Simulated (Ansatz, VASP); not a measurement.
# One calculation of CdInS2, two programs

```xyz
4
Lattice="3.8085 0.0000 0.0000 -1.9042 3.2982 0.0000 0.0000 0.0000 7.0361" Properties=species:S:1:pos:R:3 pbc="T T T"
Cd    0.0000    0.0000    0.0000
In    0.0000    0.0000    3.5181
S     1.9042    1.0994    5.1604
S     0.0000    2.1988    1.8758
```

Alike in both runs: task single point; functional PBE; k mesh 12 × 12 × 6; occupations gaussian, width 0.15 eV; no spin polarisation.

```csv
,VASP,Ansatz
version,VASP 6.6.1,Ansatz 0.2.0
potentials or method,"VASP PAW PBE potentials, release 64 (Cd, In_d, S), cutoff 520 eV","scalar-relativistic, plane waves, PAW"
valence electrons in the cell,37,45
```

|  | VASP | Ansatz | Ansatz less VASP |
| --- | --- | --- | --- |
| gap on the k mesh at the Fermi level (eV) | none | none | - |
| pressure (GPa) | -0.1 | -0.2 | -0.09 |
| traceless stress, the component that is largest in VASP (GPa) | -2.03 | -2.08 | -0.048 |
| rms of the force components (eV/Å) | 0.178 | 0.187 | +0.0087 |

Atom by atom the forces differ by 0.009 eV/Å (rms over components). A gap of «none» marks a metal or a gap that the smearing closes. VASP's potentials hold 37 valence electrons a cell and Ansatz's 45, so a difference there can come from the potentials and not from the codes.
